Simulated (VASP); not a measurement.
# As (P6/mmm) in VASP: a series of runs

Runs on As. Level: PBE. Tasks: single point, relaxation of cell and atoms.

Program: VASP 6.6.1. These are calculated values, not measurements. Logs are shortened: lines on timing, memory, paths and dates and some standing lists are left out, and cuts for length are marked.

**1. The cell of the first run**

The structure is hexagonal, space group P6/mmm (No. 191). Conventional cell: a = 2.917 Å, b = 2.917 Å, c = 2.726 Å, α = 90.00°, β = 90.00°, γ = 120.00°. Within 3.6 Å of As (site symmetry 6/mmm) lie 8 As at 2.73 to 2.92 Å.

This isn't the form of As at room conditions, which is rhombohedral.

**2. Single point, PBE**

File INCAR:

```
SYSTEM = As
  PREC = Accurate
  ENCUT = 520
  EDIFF = 1E-6
  ISMEAR = 0
  SIGMA = 0.1
  LREAL = .False.
  LASPH = .True.
  NELM = 60
  ALGO = Normal
  ISIF = 2
  LWAVE = .False.
  LCHARG = .False.
  GGA = PE
  NBANDS = 8
```

File KPOINTS:

```
regular mesh
0
Gamma
  9 9 6
  0 0 0
```

File POSCAR:

```
As
1.0
    2.9171371181      0.0000000000      0.0000000000
   -1.4585685590      2.5263148506      0.0000000000
    0.0000000000      0.0000000000      2.7256999947
As
1
Direct
    0.0000000000      0.0000000000      0.0000000000
```

Potentials or basis: VASP PAW PBE potentials, release 64 (As).

The run is started by

```
> cat potpaw_PBE.64/As/POTCAR > POTCAR
> mpirun -np 1 vasp_std > vasp.out
```

OUTCAR:

```text
SYSTEM = As
   PREC = Accurate
   ENCUT = 520
   EDIFF = 1E-6
   ISMEAR = 0
   LREAL = .False.
   LASPH = .True.
   NELM = 60
   ISIF = 2
   GGA = PE

 ion  position               nearest neighbor table
   1  0.000  0.000  0.000-

  LATTYP: Found a hexagonal cell.
 ALAT       =     2.9171371181
 C/A-ratio  =     0.9343750000

  Lattice vectors:

 A1 = (   2.9171371181,   0.0000000000,   0.0000000000)
 A2 = (  -1.4585685590,   2.5263148506,   0.0000000000)
 A3 = (   0.0000000000,   0.0000000000,   2.7256999947)

Analysis of symmetry for initial positions (statically):
=====================================================================
 Subroutine PRICEL returns:
 Original cell was already a primitive cell.

 Routine SETGRP: Setting up the symmetry group for a
 hexagonal supercell.

 Subroutine GETGRP returns: Found 24 space group operations
 (whereof 24 operations were pure point group operations)
 out of a pool of 24 trial point group operations.

The static configuration has the point symmetry D_6h.

Analysis of symmetry for dynamics (positions and initial velocities):
=====================================================================
 Subroutine PRICEL returns:
 Original cell was already a primitive cell.

 Routine SETGRP: Setting up the symmetry group for a
 hexagonal supercell.

 Subroutine GETGRP returns: Found 24 space group operations
 (whereof 24 operations were pure point group operations)
 out of a pool of 24 trial point group operations.

The dynamic configuration has the point symmetry D_6h.

 Subroutine INISYM returns: Found 24 space group operations
 (whereof 24 operations are pure point group operations),
 and found     1 'primitive' translations

----------------------------------------------------------------------------------------

                                     Primitive cell

  volume of cell :      20.0873

  direct lattice vectors                    reciprocal lattice vectors
     2.917137118  0.000000000  0.000000000     0.342801850  0.197916740  0.000000000
    -1.458568559  2.526314851  0.000000000     0.000000000  0.395833480  0.000000000
     0.000000000  0.000000000  2.725699995     0.000000000  0.000000000  0.366878234

  length of vectors
     2.917137118  2.917137118  2.725699995     0.395833480  0.395833480  0.366878234

  position of ions in fractional coordinates (direct lattice)
     0.000000000  0.000000000  0.000000000

  ion indices of the primitive-cell ions
   primitive index   ion index
                 1           1

----------------------------------------------------------------------------------------

 KPOINTS: regular mesh

Automatic generation of k-mesh.
 Grid dimensions read from file:
 generate k-points for:    9    9    6

 Generating k-lattice:

  Cartesian coordinates                     Fractional coordinates (reciprocal lattice)
     0.038089094  0.021990749  0.000000000     0.111111111 -0.000000000  0.000000000
     0.000000000  0.043981498  0.000000000     0.000000000  0.111111111  0.000000000
     0.000000000  0.000000000  0.061146372     0.000000000  0.000000000  0.166666667

  Length of vectors
     0.043981498  0.043981498  0.061146372

  Shift w.r.t. Gamma in fractional coordinates (k-lattice)
     0.000000000  0.000000000  0.000000000

 Subroutine IBZKPT returns following result:
 ===========================================

 Found     48 irreducible k-points:

 Following reciprocal coordinates:
            Coordinates               Weight
  0.000000  0.000000  0.000000      1.000000
  0.111111  0.000000  0.000000      6.000000
  0.222222 -0.000000  0.000000      6.000000
  0.333333  0.000000  0.000000      6.000000
  0.444444 -0.000000  0.000000      6.000000
  0.111111  0.111111  0.000000      6.000000
[... 16 lines left out ...]
  0.333333  0.222222  0.166667     24.000000
  0.333333  0.333333  0.166667      4.000000
 [... further k-points ...]
   k-points           NKPTS =     48   k-points in BZ     NKDIM =     48   number of bands    NBANDS=      8
   number of dos      NEDOS =    301   number of ions     NIONS =      1
   total plane-waves  NPLWV =  11520
   dimension x,y,z NGX =    24 NGY =   24 NGZ =   20
   dimension x,y,z NGXF=    48 NGYF=   48 NGZF=   40
   ions per type =               1
   NGX,Y,Z   is equivalent  to a cutoff of  13.68, 13.68, 12.20 a.u.
   NGXF,Y,Z  is equivalent  to a cutoff of  27.35, 27.35, 24.40 a.u.
 SYSTEM =  As
   PREC   = accura    normal or accurate (medium, high low for compatibility)
   ISTART =      0    job   : 0-new  1-cont  2-samecut
   ICHARG =      2    charge: 1-file 2-atom 10-const
   ISPIN  =      1    spin polarized calculation?
   LNONCOLLINEAR =      F non collinear calculations
   LSORBIT =      F    spin-orbit coupling
   LASPH  =      T    aspherical Exc in radial PAW
   ENCUT  =  520.0 eV  38.22 Ry    6.18 a.u.   5.42  5.42  5.07*2*pi/ulx,y,z
   NELM   =     60;   NELMIN=  2; NELMDL= -5     # of ELM steps
   EDIFF  = 0.1E-05   stopping-criterion for ELM
   LREAL  =      F    real-space projection
   EDIFFG = 0.1E-04   stopping-criterion for IOM
   NSW    =      0    number of steps for IOM
   IBRION =     -1    ionic relax: 0-MD 1-quasi-New 2-CG
   NFREE  =      0    steps in history (QN), initial steepest desc. (CG)
   ISIF   =      2    stress and relaxation
   ISYM   =      2    0-nonsym 1-usesym 2-fastsym
   POTIM  = 0.5000    time-step for ionic-motion
   TEBEG  =    0.0;   TEEND  =   0.0 temperature during run
   PSTRESS=    0.0 pullay stress
   NELECT =       5.0000    total number of electrons
   NUPDOWN=      -1.0000    fix difference up-down
   EMIN   =  10.00;   EMAX   =-10.00  energy-range for DOS
   EFERMI =   0.00;   METHOD = LEGACY
   ISMEAR =     0;   SIGMA  =   0.10  broadening in eV -4-tet -1-fermi 0-gaus
   EFERMI_NEDOS =   21; number of points for ismear=-14 and -15
   IALGO  =     38    algorithm
   IMIX   =      4    mixing-type and parameters
     AMIX     =   0.40;   BMIX     =  1.00
     AMIX_MAG =   1.60;   BMIX_MAG =  1.00
  volume/ion in A,a.u.               =      20.09       135.56
  Fermi-wavevector in a.u.,A,eV,Ry     =   1.029811  1.946060 14.429114  1.060510
  Thomas-Fermi vector in A             =   2.163877
   LORBIT       =      0    0 simple, 1 ext, 2 COOP (PROOUT), +10 PAW based schemes
   GGA     = PE    functional components
   LHFCALC =     F    Hartree Fock is set to
   AEXX    =    0.0000 exact exchange contribution
   IVDW    =     0    specifies the selected vdW correction
   LEPSILON=     F    determine dielectric tensor
   LRPA    =     F    only Hartree local field effects (RPA)
 non-spin polarized calculation
 Gauss-broadening in eV      SIGMA  =   0.10
  energy-cutoff  :      520.00
  volume of cell :       20.09
 maximum number of plane-waves:       562
 NGX is ok and might be reduce to    24
   NGX = 11   NGY = 11   NGZ = 11

 number of electron       5.0000000 magnetization

 Free energy of the ion-electron system (eV)
  ---------------------------------------------------
  ext. energy  EPLUGINS =         0.00000000
  ---------------------------------------------------
  free energy    TOTEN  =        -4.41861283 eV

  energy without entropy =       -4.41737325  energy(sigma->0) =       -4.41799304

 E-fermi :   5.9510     XC(G=0): -10.4387

 val. band max:        5.9073955823   @ k =   0.0000   0.0000   0.1667
 cond. band min:       6.0970260985   @ k =   0.3333   0.1111   0.0000
 fundamental gap:      0.1896305162
 Fermi energy:         5.9510406612

 k-point     1 :       0.0000    0.0000    0.0000
  band No.  band energies     occupation
      1      -8.9137      2.00000
      2       9.9277      0.00000
      3      10.7890      0.00000
      4      10.7890      0.00000
      5      14.3838      0.00000
      6      17.4871      0.00000
      7      18.1655      0.00000
      8      18.1655      0.00000

 k-point     2 :       0.1111    0.0000    0.0000
  band No.  band energies     occupation
      1      -8.6490      2.00000
      2       8.7359      0.00000
      3      10.1586      0.00000
      4      10.1967      0.00000
      5      14.8427      0.00000
      6      16.4110      0.00000
      7      19.1382      0.00000
      8      19.2757      0.00000

 k-point     3 :       0.2222   -0.0000    0.0000
  band No.  band energies     occupation
      1      -7.8690      2.00000
      2       5.3310      2.00000
      3       9.0846      0.00000
      4      10.8142      0.00000
      5      14.2415      0.00000
      6      16.0678      0.00000
      7      21.9380      0.00000
      8      22.0865      0.00000

 k-point     4 :       0.3333    0.0000    0.0000
  band No.  band energies     occupation
      1      -6.6455      2.00000
      2       2.1223      2.00000
      3       8.1497      0.00000
      4      11.7463      0.00000
      5      13.1127      0.00000
      6      17.2919      0.00000
      7      22.6979      0.00000
      8      23.5451      0.00000

 k-point     5 :       0.4444   -0.0000    0.0000
  band No.  band energies     occupation
      1      -5.3289      2.00000
      2      -0.2306      2.00000
      3       7.6437      0.00000
      4      12.5349      0.00000
      5      12.5509      0.00000
      6      18.8942      0.00000
      7      20.9762      0.00000
      8      21.7973      0.00000

 k-point     6 :       0.1111    0.1111    0.0000
  band No.  band energies     occupation
      1      -8.1261      2.00000
      2       6.5487      0.00000
      3       8.6794      0.00000
      4      10.6028      0.00000
      5      15.4951      0.00000
      6      16.4237      0.00000
      7      18.5757      0.00000
      8      22.9164      0.00000

 k-point     7 :       0.2222    0.1111    0.0000
  band No.  band energies     occupation
      1      -7.1171      2.00000
      2       3.6582      2.00000
      3       7.0387      0.00000
      4      11.4073      0.00000
      5      15.5514      0.00000
      6      16.8225      0.00000
      7      20.7637      0.00000
      8      23.9162      0.00000

 k-point     8 :       0.3333    0.1111    0.0000
  band No.  band energies     occupation
      1      -5.7805      2.00000
      2       0.9359      2.00000
      3       6.0970      0.03897
      4      12.3217      0.00000
      5      14.8963      0.00000
      6      18.2606      0.00000
      7      21.8023      0.00000
      8      22.6334      0.00000

 k-point     9 :       0.4444    0.1111    0.0000
  band No.  band energies     occupation
      1      -4.9164      2.00000
      2      -0.4190      2.00000
      3       5.7897      1.97753
      4      12.7784      0.00000
      5      14.6507      0.00000
      6      19.5173      0.00000
      7      20.9224      0.00000
      8      21.4340      0.00000

 k-point    10 :       0.2222    0.2222    0.0000
  band No.  band energies     occupation
      1      -5.9621      2.00000
      2       2.0567      2.00000
      3       4.5378      2.00000
      4      12.2264      0.00000
      5      17.7669      0.00000
      6      18.2822      0.00000
      7      20.5640      0.00000
      8      22.6015      0.00000
[... 78 lines left out ...]
 k-point    18 :       0.1111    0.1111    0.1667
  band No.  band energies     occupation
      1      -7.6304      2.00000
      2       6.4478      0.00000
      3       7.2395      0.00000
      4       9.1127      0.00000
      5      16.8720      0.00000
      6      18.5832      0.00000
      7      19.9592      0.00000
      8      22.0712      0.00000

 k-point    19 :       0.2222    0.1111    0.1667
  band No.  band energies     occupation
      1      -6.6208      2.00000
      2       4.1054      2.00000
      3       7.4302      0.00000
      4       7.6565      0.00000
      5      16.1496      0.00000
      6      18.4747      0.00000
      7      20.8274      0.00000
      8      22.6855      0.00000

 k-point    20 :       0.3333    0.1111    0.1667
  band No.  band energies     occupation
      1      -5.2820      2.00000
      2       1.4014      2.00000
      3       6.5381      0.00000
      4       8.6956      0.00000
      5      15.4198      0.00000
      6      16.4239      0.00000
      7      21.6961      0.00000
      8      23.1558      0.00000

 k-point    21 :       0.4444    0.1111    0.1667
  band No.  band energies     occupation
      1      -4.4141      2.00000
      2       0.0462      2.00000
      3       6.2335      0.00006
      4       9.3009      0.00000
      5      15.1874      0.00000
      6      15.3949      0.00000
      7      21.4643      0.00000
      8      23.9188      0.00000

 k-point    22 :       0.2222    0.2222    0.1667
  band No.  band energies     occupation
      1      -5.4642      2.00000
      2       2.5189      2.00000
      3       4.9930      2.00000
      4       8.5684      0.00000
      5      17.2145      0.00000
      6      18.5210      0.00000
      7      20.5832      0.00000
      8      20.9017      0.00000

 k-point    23 :       0.3333    0.2222    0.1667
  band No.  band energies     occupation
      1      -4.2859      2.00000
      2       0.9818      2.00000
      3       3.7789      2.00000
      4       9.4390      0.00000
      5      16.1794      0.00000
      6      18.3690      0.00000
      7      19.7803      0.00000
      8      23.4102      0.00000

 k-point    24 :       0.3333    0.3333    0.1667
  band No.  band energies     occupation
      1      -3.7943      2.00000
      2       1.7457      2.00000
      3       1.7457      2.00000
      4       9.7763      0.00000
      5      16.9875      0.00000
      6      16.9875      0.00000
      7      22.9799      0.00000
      8      22.9799      0.00000

 [... further k-points ...]

------------------------ aborting loop because EDIFF is reached ----------------------------------------

  FORCE on cell =-STRESS in cart. coord.  units (eV):
  Direction    XX          YY          ZZ          XY          YZ          ZX
  --------------------------------------------------------------------------------------
  -------------------------------------------------------------------------------------
  Total        0.3432212      0.3432212     -0.1915217      0.0000000     -0.0000000      0.0000000
  in kB       27.3755179     27.3755179    -15.2758778      0.0000000     -0.0000000      0.0000000
  external PRESSURE =      13.1583860 kB  Pullay stress =       0.0000000 kB

 VOLUME and BASIS-vectors are now :
 -----------------------------------------------------------------------------
  energy-cutoff  :      520.00
  volume of cell :       20.09
      direct lattice vectors                 reciprocal lattice vectors
     2.917137118  0.000000000  0.000000000     0.342801850  0.197916740  0.000000000
    -1.458568559  2.526314851  0.000000000     0.000000000  0.395833480  0.000000000
     0.000000000  0.000000000  2.725699995     0.000000000  0.000000000  0.366878234

 POSITION                                       TOTAL-FORCE (eV/Angst)
 -----------------------------------------------------------------------------------
      0.00000      0.00000      0.00000        -0.000000      0.000000      0.000000
 -----------------------------------------------------------------------------------
    total drift:                               -0.000000      0.000000      0.000000

  FREE ENERGIE OF THE ION-ELECTRON SYSTEM (eV)
  ---------------------------------------------------
  free  energy   TOTEN  =        -4.4186128278 eV

  energy  without entropy=       -4.4173732535  energy(sigma->0) =       -4.41799304
```

It took 5.1 s on 1 thread of Intel Xeon 8259CL, shared host; peak memory 0.13 GiB.

What came out:

```
Free energy            : -4.4186 eV
Pressure               : 1.3 GPa
Band gap on the k mesh : zero (an odd number of electrons rules out a gap without spin polarisation)
```

Stress tensor (GPa, compression positive):
```
 2.74  0.00  0.00
 0.00  2.74  0.00
 0.00  0.00 -1.53
```

Caveat: the k points lie up to 0.38 Å⁻¹ apart, too coarse for converged energies and pressures of a metal.

**3. Single point, PBE**

File INCAR:

```
PREC = Accurate
ENCUT = 520
EDIFF = 1E-7
ISMEAR = 0
SIGMA = 0.1
LREAL = F
LASPH = T
NELM = 60
ALGO = Normal
ISIF = 2
LWAVE = F
LCHARG = F
GGA = PE
NBANDS = 8
```

File KPOINTS:

```
regular mesh
0
Gamma
  18 18 16
```

File POSCAR:

```
As
1.0
    2.8973072864      0.0000000000      0.0000000000
   -1.4486536432      2.5091417126      0.0000000000
    0.0000000000      0.0000000000      2.7659945182
As
1
Direct
    0.0000000000      0.0000000000      0.0000000000
```

Potentials or basis: VASP PAW PBE potentials, release 64 (As).

The run is started by

```
> cat potpaw_PBE.64/As/POTCAR > POTCAR
> mpirun -np 1 vasp_std > vasp.out
```

Wall time 28 s (1 thread of Intel Xeon 8259CL, shared host); peak memory 0.18 GiB.

Results (log left out):

| Quantity | Value |
| --- | --- |
| Free energy | -4.3983 eV |
| Pressure | 0.1 GPa |
| Band gap on the k mesh | zero (an odd number of electrons rules out a gap without spin polarisation) |

Levels at points of the mesh, in eV from the Fermi level:
```csv
k point,band 1,band 2,band 3,band 4,band 5,band 6,band 7
"(0.00, 0.00, 0.00)",-14.74,3.62,5.24,5.24,8.24,11.87,12.55
"(0.50, 0.00, 0.00)",-10.75,-6.47,1.94,6.48,6.81,13.26,14.42
"(0.00, 0.00, 0.50)",-11.91,-6.70,7.15,7.15,15.00,15.00,15.16
"(0.50, 0.00, 0.50)",-7.75,-4.06,-3.31,2.96,3.99,10.03,12.51
```

**4. Relaxation of cell and atoms, PBE**

File INCAR:

```
SYSTEM = As
ALGO = Normal
EDIFF = 1E-6
EDIFFG = -0.01
ENCUT = 600
GGA = PE
IBRION = 2
ISIF = 3
ISMEAR = 0
LASPH = .True.
LCHARG = .False.
LREAL = .False.
LWAVE = .False.
NELM = 100
NSW = 100
PREC = Accurate
SIGMA = 0.1
```

File KPOINTS:

```
k-points
0
Gamma
  18 18 16
  0 0 0
```

File POSCAR:

```
As
1.0
    2.9171371181      0.0000000000      0.0000000000
   -1.4585685590      2.5263148506      0.0000000000
    0.0000000000      0.0000000000      2.7256999947
As
1
Direct
    0.0000000000      0.0000000000      0.0000000000
```

The run is started by

```
> cat potpaw_PBE.64/As/POTCAR > POTCAR
> mpirun -np 1 vasp_std > vasp.out
```

It took 49 s on 1 thread of Intel Xeon 8259CL, shared host; peak memory 0.19 GiB.

It converged, with:

- Free energy: -4.3983 eV
- Relaxed volume: 20.13 Å³/atom
- Relaxed cell: a = 2.899 Å, b = 2.899 Å, c = 2.767 Å, α = 90.00°, β = 90.00°, γ = 120.00°
- Space group after relaxing (to 0.1 Å): P6/mmm (No. 191)
- Energy gained by relaxing: 3.4 meV/atom
- Ionic steps: 6
- Pressure after relaxing: 0.0 GPa
- Band gap on the k mesh: zero (an odd number of electrons rules out a gap without spin polarisation)

Stress tensor (GPa, compression positive):
```
-0.01  0.00  0.00
 0.00 -0.01  0.00
 0.00  0.00  0.07
```

The path:
| step | energy change (eV) | largest force (eV/Å) | pressure (GPa) | volume (Å³) |
| --- | --- | --- | --- | --- |
| 1 | 0.0000 | 0.0000 | 0.29 | 20.09 |
| 2 | -0.0033 | 0.0000 | -0.20 | 20.19 |
| 3 | -0.0034 | 0.0000 | -0.21 | 20.19 |
| 4 | -0.0033 | 0.0000 | -0.20 | 20.18 |
| 5 | -0.0034 | 0.0000 | 0.09 | 20.11 |
| 6 | -0.0034 | 0.0000 | 0.01 | 20.13 |

Final structure:
```
As
1.0
     2.89859    0.00000    0.00000
    -1.44930    2.51025    0.00000
     0.00000    0.00000    2.76678
As
1
Direct
  0.00000 0.00000 0.00000
```

Levels at points of the mesh, in eV from the Fermi level:
```
           k point  band 1  band 2  band 3  band 4  band 5
(0.00, 0.00, 0.00)  -14.73    3.62    5.23    5.23    8.25
(0.50, 0.00, 0.00)  -10.74   -6.46    1.93    6.47    6.81
(0.00, 0.00, 0.50)  -11.91   -6.69    7.14    7.14   14.99
(0.50, 0.00, 0.50)   -7.75   -4.06   -3.31    2.97    3.99
```

**5. Overview**

| task | cell | k mesh | cutoff (eV) | gap on the mesh (eV) | pressure (GPa) |
| --- | --- | --- | --- | --- | --- |
| single point | a = 2.917, b = 2.917, c = 2.726 Å, angles 90.0, 90.0, 120.0°, 1 atom | 9 × 9 × 6 | 520 | none | 1.3 |
| single point | a = 2.897, b = 2.897, c = 2.766 Å, angles 90.0, 90.0, 120.0°, 1 atom | 18 × 18 × 16 | 520 | none | 0.1 |
| relaxation of cell and atoms | relaxed from a = 2.917, b = 2.917, c = 2.726 Å, angles 90.0, 90.0, 120.0°, 1 atom | 18 × 18 × 16 | 600 | none | 0.0 |

Alike in all rows: level PBE; potentials or basis VASP PAW PBE potentials, release 64 (As); no spin polarisation; smearing gaussian 0.1 eV.

Caveats: some runs use coarse meshes.

Absolute energies hang on the potentials; compare differences alone.
